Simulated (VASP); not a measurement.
## BN: single point with PBEsol

Crystal: BN.

```
B N
1.0
    -2.54101    0.00000    0.00000
    -1.27051   -2.20058    0.00000
    -2.54114   -1.46713   12.60989
B N
6 6
Direct
  0.51396 0.51396 0.22904
  0.29173 0.29173 0.56238
  0.06950 0.06950 0.89571
  0.29175 0.29175 0.06238
  0.06951 0.06951 0.39571
  0.84728 0.84728 0.72904
  0.59718 0.59718 0.10422
  0.37495 0.37495 0.43756
  0.15271 0.15271 0.77089
  0.70826 0.70826 0.93756
  0.15273 0.15273 0.27089
  0.93050 0.93050 0.60422
```

```
Program                : VASP 6.6.1
Task                   : single point
Functional             : PBEsol
Potentials or basis    : VASP PAW PBE potentials, release 64 (B, N)
Cutoff                 : 600 eV
k mesh                 : 10 × 10 × 2
Occupations            : gaussian, width 0.05 eV
Spin                   : no spin polarisation
Dipole correction      : no
Further INCAR settings : ALGO = Normal; EDIFF = 1e-06; NBANDS = 36
```

```
Pressure               : 4.3 GPa
Largest force          : 4.063 eV/Å
Band gap on the k mesh : 2.09 eV (least direct gap 2.59 eV)
```

Forces in eV/Å, atoms in the order of the input:
```
B    0.000  0.000  0.652
B    0.000  0.000  0.207
B    0.000  0.000 -0.275
B   -0.001  0.000  1.630
B    0.000  0.000  0.211
B    0.000  0.000  0.214
N   -0.001  0.000  2.581
N    0.000  0.000 -0.207
N    0.000  0.000 -0.494
N    0.001  0.001 -4.063
N    0.000  0.000 -0.238
N    0.000  0.000 -0.219
```

Stress tensor (GPa, compression positive):
```
-6.21  0.00 -0.01
 0.00 -6.21  0.00
-0.01  0.00 25.39
```

Levels at points of the mesh, in eV from the valence-band top:
```csv
k point,band 22,band 23,band 24,band 25,band 26,band 27
"(0.00, 0.00, 0.00)",-0.25,-0.25,-0.01,6.18,7.43,7.43
"(0.50, 0.00, 0.00)",-3.32,-2.42,-1.07,2.52,5.25,6.20
"(0.50, 0.50, 0.00)",-3.32,-2.42,-1.07,2.52,5.25,6.20
"(0.00, 0.00, 0.50)",-0.60,-0.20,-0.20,6.23,7.41,7.41
"(0.50, 0.00, 0.50)",-2.97,-2.53,-0.99,2.46,5.21,6.15
"(0.50, 0.50, 0.50)",-2.97,-2.53,-0.99,2.46,5.21,6.15
```

Run time: 3.3 min on 1 thread of Intel(R) Xeon(R) Platinum 8259CL CPU @ 2.50GHz (Skylake/Cascade Lake), with other jobs on the host, peak memory 0.27 GiB.

Caveat: the cell stands under pressure; the PAW data sets were made with another functional, which shifts forces and pressure a little. A k mesh can miss the band edges.
